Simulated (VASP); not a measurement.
# LaZn3S4 (a cell with a defect) in VASP: single point with PBEsol

Aim: the single point of LaZn3S4 (a cell with a defect) with PBEsol.

Everything below comes from runs of VASP 6.6.1. Logs are shortened: lines on timing, memory, paths and dates and some standing lists are left out, and cuts for length are marked.

### Step 1. The cell of the first run

The cell holds a defect, 16 atoms: a = 7.575 Å, b = 7.575 Å, c = 7.575 Å, α = 60.00°, β = 60.00°, γ = 60.00°.

### Step 2. Single point, PBEsol

File INCAR:

```
  PREC = Accurate
  ENCUT = 520
  EDIFF = 1E-6
  ISMEAR = -1
  SIGMA = 0.05
  LREAL = Auto
  LASPH = True
  NELM = 100
  ALGO = Normal
  ISIF = 2
  LWAVE = False
  LCHARG = True
  GGA = PS
  LELF = True
  LVHAR = True
  NBANDS = 85
  NELECT = 141.0
```

File KPOINTS:

```
Automatic mesh
0
Gamma
  2 2 2
  0.5 0.5 0.5
```

File POSCAR:

```
LaZn3S4
1.0
    0.0000000000      5.3562680000      5.3562680000
    5.3562680000      0.0000000000      5.3562680000
    5.3562680000      5.3562680000      0.0000000000
Zn La S
6 2 8
Direct
    0.9931200000      0.0010910000      0.9957020000
    0.5006960000      0.4964130000      0.0125500000
    0.9886230000      0.5034960000      0.9994110000
    0.5003520000      0.0120540000      0.4910220000
    0.5085610000      0.9934110000      0.0001020000
    0.9960220000      0.5096470000      0.4936920000
    0.4971050000      0.4962730000      0.5015170000
    0.0031370000      0.9903480000      0.5054130000
    0.1216890000      0.1318820000      0.1230000000
    0.6234740000      0.6334370000      0.6180190000
    0.1296930000      0.1370860000      0.6217570000
    0.6204290000      0.6261390000      0.1256040000
    0.1288630000      0.6295440000      0.1178080000
    0.6249370000      0.1210160000      0.6249840000
    0.6269360000      0.1184080000      0.1228500000
    0.1249550000      0.6170710000      0.6341420000
```

Potentials or basis: VASP PAW PBE potentials, release 64 (Zn, La, S).

Launch:

```
$ cat potpaw_PBE.64/Zn/POTCAR potpaw_PBE.64/La/POTCAR potpaw_PBE.64/S/POTCAR > POTCAR
$ mpirun -np 1 vasp_std > vasp.out
```

OUTCAR:

```text
PREC = Accurate
   ENCUT = 520
   EDIFF = 1E-6
   ISMEAR = -1
   LREAL = Auto
   LASPH = True
   NELM = 100
   ISIF = 2
   GGA = PS
   NELECT = 141.0

 ion  position               nearest neighbor table
   1  0.993  0.001  0.996-  15 2.27  13 2.30  11 2.32   9 2.39
   2  0.501  0.496  0.013-  12 2.24  13 2.30  15 2.34  10 2.44
   3  0.989  0.503  0.999-  16 2.26  12 2.28   9 2.30  13 2.38
   4  0.500  0.012  0.491-  14 2.28  15 2.28  11 2.29  10 2.34
   5  0.509  0.993  0.000-  15 2.26  12 2.27  14 2.32   9 2.39
   6  0.996  0.510  0.494-  10 2.30  11 2.31  13 2.33  16 2.33
[... 8 lines left out ...]
  15  0.627  0.118  0.123-   5 2.26   1 2.27   4 2.28   2 2.34
  16  0.125  0.617  0.634-   3 2.26   7 2.30   8 2.31   6 2.33

  LATTYP: Found a face centered cubic cell.
 ALAT       =    10.7125360000

  Lattice vectors:

 A1 = (   0.0000000000,   5.3562680000,   5.3562680000)
 A2 = (   5.3562680000,   0.0000000000,   5.3562680000)
 A3 = (   5.3562680000,   5.3562680000,   0.0000000000)

Analysis of symmetry for initial positions (statically):
=====================================================================
 Subroutine PRICEL returns:
 Original cell was already a primitive cell.

 Routine SETGRP: Setting up the symmetry group for a
 face centered cubic supercell.

 Subroutine GETGRP returns: Found  1 space group operations
 (whereof  1 operations were pure point group operations)
 out of a pool of 48 trial point group operations.

The static configuration has the point symmetry C_1 .

Analysis of symmetry for dynamics (positions and initial velocities):
=====================================================================
 Subroutine PRICEL returns:
 Original cell was already a primitive cell.

 Routine SETGRP: Setting up the symmetry group for a
 face centered cubic supercell.

 Subroutine GETGRP returns: Found  1 space group operations
 (whereof  1 operations were pure point group operations)
 out of a pool of 48 trial point group operations.

The dynamic configuration has the point symmetry C_1 .

 Subroutine INISYM returns: Found  1 space group operations
 (whereof  1 operations are pure point group operations),
 and found     1 'primitive' translations

----------------------------------------------------------------------------------------

                                     Primitive cell

  volume of cell :     307.3384

  direct lattice vectors                    reciprocal lattice vectors
     0.000000000  5.356268000  5.356268000    -0.093348578  0.093348578  0.093348578
     5.356268000  0.000000000  5.356268000     0.093348578 -0.093348578  0.093348578
     5.356268000  5.356268000  0.000000000     0.093348578  0.093348578 -0.093348578

  length of vectors
     7.574906849  7.574906849  7.574906849     0.161684480  0.161684480  0.161684480

  position of ions in fractional coordinates (direct lattice)
     0.993120000  0.001091000  0.995702000
     0.500696000  0.496413000  0.012550000
     0.988623000  0.503496000  0.999411000
     0.500352000  0.012054000  0.491022000
     0.508561000  0.993411000  0.000102000
     0.996022000  0.509647000  0.493692000
[... 8 lines left out ...]
     0.626936000  0.118408000  0.122850000
     0.124955000  0.617071000  0.634142000

  ion indices of the primitive-cell ions
   primitive index   ion index
                 1           1
                 2           2
                 3           3
                 4           4
                 5           5
                 6           6
[... 8 lines left out ...]
                15          15
                16          16

----------------------------------------------------------------------------------------

 KPOINTS: Automatic mesh

Automatic generation of k-mesh.
 Grid dimensions read from file:
 generate k-points for:    2    2    2

 Generating k-lattice:

  Cartesian coordinates                     Fractional coordinates (reciprocal lattice)
    -0.046674289  0.046674289  0.046674289     0.500000000  0.000000000  0.000000000
     0.046674289 -0.046674289  0.046674289     0.000000000  0.500000000  0.000000000
     0.046674289  0.046674289 -0.046674289     0.000000000  0.000000000  0.500000000

  Length of vectors
     0.080842240  0.080842240  0.080842240

  Shift w.r.t. Gamma in fractional coordinates (k-lattice)
     0.500000000  0.500000000  0.500000000

 Subroutine IBZKPT returns following result:
 ===========================================

 Found     16 irreducible k-points:

 Following reciprocal coordinates:
            Coordinates               Weight
  0.250000  0.250000  0.250000      2.000000
  0.250000  0.000000  0.000000      2.000000
  0.000000  0.000000 -0.250000      2.000000
  0.000000  0.250000  0.000000      2.000000
 -0.250000  0.250000  0.250000      2.000000
  0.250000 -0.250000  0.250000      2.000000
[... 8 lines left out ...]
  0.000000  0.250000  0.500000      2.000000
  0.500000  0.250000  0.000000      2.000000
   k-points           NKPTS =     16   k-points in BZ     NKDIM =     16   number of bands    NBANDS=     85
   number of dos      NEDOS =    301   number of ions     NIONS =     16
   total plane-waves  NPLWV = 175616
   dimension x,y,z NGX =    56 NGY =   56 NGZ =   56
   dimension x,y,z NGXF=   112 NGYF=  112 NGZF=  112
   ions per type =               6   2   8
   NGX,Y,Z   is equivalent  to a cutoff of  12.29, 12.29, 12.29 a.u.
   NGXF,Y,Z  is equivalent  to a cutoff of  24.58, 24.58, 24.58 a.u.
 SYSTEM =  unknown system
   PREC   = accura    normal or accurate (medium, high low for compatibility)
   ISTART =      0    job   : 0-new  1-cont  2-samecut
   ICHARG =      2    charge: 1-file 2-atom 10-const
   ISPIN  =      1    spin polarized calculation?
   LNONCOLLINEAR =      F non collinear calculations
   LSORBIT =      F    spin-orbit coupling
   LASPH  =      T    aspherical Exc in radial PAW
   ENCUT  =  520.0 eV  38.22 Ry    6.18 a.u.  14.08 14.08 14.08*2*pi/ulx,y,z
   NELM   =    100;   NELMIN=  2; NELMDL= -5     # of ELM steps
   EDIFF  = 0.1E-05   stopping-criterion for ELM
   LREAL  =      T    real-space projection
   EDIFFG = 0.1E-04   stopping-criterion for IOM
   NSW    =      0    number of steps for IOM
   IBRION =     -1    ionic relax: 0-MD 1-quasi-New 2-CG
   NFREE  =      0    steps in history (QN), initial steepest desc. (CG)
   ISIF   =      2    stress and relaxation
   ISYM   =      2    0-nonsym 1-usesym 2-fastsym
   POTIM  = 0.5000    time-step for ionic-motion
   TEBEG  =    0.0;   TEEND  =   0.0 temperature during run
   PSTRESS=    0.0 pullay stress
   NELECT =     141.0000    total number of electrons
   NUPDOWN=      -1.0000    fix difference up-down
   EMIN   =  10.00;   EMAX   =-10.00  energy-range for DOS
   EFERMI =   0.00;   METHOD = LEGACY
   ISMEAR =    -1;   SIGMA  =   0.05  broadening in eV -4-tet -1-fermi 0-gaus
   EFERMI_NEDOS =   21; number of points for ismear=-14 and -15
   IALGO  =     38    algorithm
   IMIX   =      4    mixing-type and parameters
     AMIX     =   0.40;   BMIX     =  1.00
     AMIX_MAG =   1.60;   BMIX_MAG =  1.00
  volume/ion in A,a.u.               =      19.21       129.63
  Fermi-wavevector in a.u.,A,eV,Ry     =   1.262628  2.386022 21.690824  1.594231
  Thomas-Fermi vector in A             =   2.396027
   LORBIT       =      0    0 simple, 1 ext, 2 COOP (PROOUT), +10 PAW based schemes
   GGA     = PS    functional components
   LHFCALC =     F    Hartree Fock is set to
   AEXX    =    0.0000 exact exchange contribution
   IVDW    =     0    specifies the selected vdW correction
   LEPSILON=     F    determine dielectric tensor
   LRPA    =     F    only Hartree local field effects (RPA)
 non-spin polarized calculation
  energy-cutoff  :      520.00
  volume of cell :      307.34
 maximum number of plane-waves:      8292
   NGX = 29   NGY = 29   NGZ = 29

 number of electron     141.0000023 magnetization

 Free energy of the ion-electron system (eV)
  ---------------------------------------------------
  ext. energy  EPLUGINS =         0.00000000
  ---------------------------------------------------
  free energy    TOTEN  =       -67.96512995 eV

  energy without entropy =      -67.94320673  energy(sigma->0) =      -67.95416834

 E-fermi :   6.6253     XC(G=0): -10.2294

 val. band max:        6.5836443538   @ k =   0.2500   0.0000   0.0000
 cond. band min:       6.7267845129   @ k =   0.2500   0.0000   0.0000
 fundamental gap:      0.1431401591
 Fermi energy:         6.6253477854

 k-point     1 :       0.2500    0.2500    0.2500
  band No.  band energies     occupation
      1     -26.0379      2.00000
      2     -25.9141      2.00000
      3     -12.5528      2.00000
      4     -11.8704      2.00000
      5     -11.4956      2.00000
      6     -11.2105      2.00000
[... 74 lines left out ...]
     81       8.4851      0.00000
     82       8.8193      0.00000

 k-point     2 :       0.2500    0.0000    0.0000
  band No.  band energies     occupation
      1     -26.0207      2.00000
      2     -25.9321      2.00000
      3     -12.4057      2.00000
      4     -11.8833      2.00000
      5     -11.4684      2.00000
      6     -11.2033      2.00000
[... 74 lines left out ...]
     81       8.6066      0.00000
     82       9.0555      0.00000
[... 1103 lines left out ...]
     81       8.7232      0.00000
     82       8.8326      0.00000

 k-point    16 :       0.5000    0.2500    0.0000
  band No.  band energies     occupation
      1     -26.0205      2.00000
      2     -25.9322      2.00000
      3     -12.4088      2.00000
      4     -11.9399      2.00000
      5     -11.4791      2.00000
      6     -11.2008      2.00000
[... 74 lines left out ...]
     81       8.5742      0.00000
     82       8.6823      0.00000
 [bands above 82 left out]

------------------------ aborting loop because EDIFF is reached ----------------------------------------

  FORCE on cell =-STRESS in cart. coord.  units (eV):
  Direction    XX          YY          ZZ          XY          YZ          ZX
  --------------------------------------------------------------------------------------
  -------------------------------------------------------------------------------------
  Total       32.3017026     32.3330178     34.3943571     -2.5676013     -1.5135696     -0.1190489
  in kB      168.3910886    168.5543370    179.3002462    -13.3850897     -7.8903469     -0.6206104
  external PRESSURE =     172.0818906 kB  Pullay stress =       0.0000000 kB

 VOLUME and BASIS-vectors are now :
 -----------------------------------------------------------------------------
  energy-cutoff  :      520.00
  volume of cell :      307.34
      direct lattice vectors                 reciprocal lattice vectors
     0.000000000  5.356268000  5.356268000    -0.093348578  0.093348578  0.093348578
     5.356268000  0.000000000  5.356268000     0.093348578 -0.093348578  0.093348578
     5.356268000  5.356268000  0.000000000     0.093348578  0.093348578 -0.093348578

 POSITION                                       TOTAL-FORCE (eV/Angst)
 -----------------------------------------------------------------------------------
      5.33909     10.65266      5.32526         0.014351      0.379169      0.454422
      2.72614      2.74908      5.34078        -0.594838     -0.569782     -0.045985
      8.04997     10.64844      7.99219         0.200267      0.594802      0.111439
      2.69461      5.31006      2.74458        -0.199328      0.103875     -0.377207
      5.32152      2.72454      8.04496         0.258714     -0.553172     -0.236569
      5.37415      7.97931      8.06477        -0.100948     -0.138538      0.021691
[... 8 lines left out ...]
      1.29224      4.01605      3.99226         0.380084     -0.223765      0.445307
      6.70183      4.06593      3.97449        -0.031485     -0.162121     -7.107019
 -----------------------------------------------------------------------------------
    total drift:                                0.000342      0.005541     -0.000244

  FREE ENERGIE OF THE ION-ELECTRON SYSTEM (eV)
  ---------------------------------------------------
  free  energy   TOTEN  =       -67.9651299545 eV

  energy  without entropy=      -67.9432067271  energy(sigma->0) =      -67.95416834
```

It took 22 min on 1 thread of Intel Xeon Platinum 8259CL at 2.50GHz (Skylake/Cascade Lake), shared host; peak memory 0.59 GiB.

Results:

```
Free energy   : -67.9651 eV
Largest force : 7.109 eV/Å
```

Forces on the atoms (eV/Å):
```
Zn   0.014  0.379  0.454
Zn  -0.595 -0.570 -0.046
Zn   0.200  0.595  0.111
Zn  -0.199  0.104 -0.377
Zn   0.259 -0.553 -0.237
Zn  -0.101 -0.139  0.022
La   0.138  0.857  0.459
La   0.661  0.229  1.438
S   -3.087 -2.867  2.749
S    3.341  3.159  2.909
S    2.485  2.189  2.321
S   -3.247 -3.297  3.433
S   -0.047 -0.070 -0.218
S   -0.170  0.369 -6.356
S    0.380 -0.224  0.445
S   -0.031 -0.162 -7.107
```

Levels at points of the mesh, in eV from the Fermi level:
```tsv
k point	band 68	band 69	band 70	band 71	band 72	band 73
(0.25, 0.25, 0.25)	-3.02	-2.88	-2.74	-0.23	-0.14	0.41
```

Caveat: the k points lie up to 0.51 Å⁻¹ apart, too coarse for converged energies and pressures of a metal; the cell carries a net charge on a neutralising background, which shifts energy and pressure; the cell is charged against a uniform background, so pressure and absolute levels hang on convention; the PAW data sets were made with another functional, which shifts forces and pressure a little; spin-orbit coupling is left out, which moves the levels of the heavy elements.
